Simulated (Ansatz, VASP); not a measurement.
## Sn2Te: VASP beside Ansatz

```xyz
3
Lattice="5.1132 0.0000 0.0000 -2.5566 4.4281 0.0000 0.0000 0.0000 4.0328" Properties=species:S:1:pos:R:3 pbc="T T T"
Sn    0.0000    2.9521    2.0164
Sn    2.5566    1.4760    2.0164
Te    0.0000    0.0000    0.0000
```

Alike in both runs: functional PBE; k mesh 12 × 12 × 12; occupations gaussian, width 0.1 eV; no spin polarisation.

Ansatz relaxed the structure, and its values are those at the end. VASP's run is a single point on that final structure, the one shown.

|  | VASP | Ansatz |
| --- | --- | --- |
| version | VASP 6.6.1 | Ansatz 0.2.0 |
| potentials or method | VASP PAW PBE potentials, release 64 (Sn_d, Te), cutoff 520 eV | scalar-relativistic, plane waves, PAW |
| valence electrons in the cell | 34 | 44 |

|  | VASP | Ansatz | Ansatz less VASP |
| --- | --- | --- | --- |
| gap on the k mesh at the Fermi level (eV) | none | none | - |
| pressure (GPa) | -0.1 | 0.0 | +0.05 |

A gap of «none» marks a metal or a gap that the smearing closes. The functional is the same, so the differences come from potentials, cutoffs and numerics. VASP's potentials hold 34 valence electrons a cell and Ansatz's 44, so a difference there can come from the potentials and not from the codes.

Neither program's run includes spin-orbit coupling.
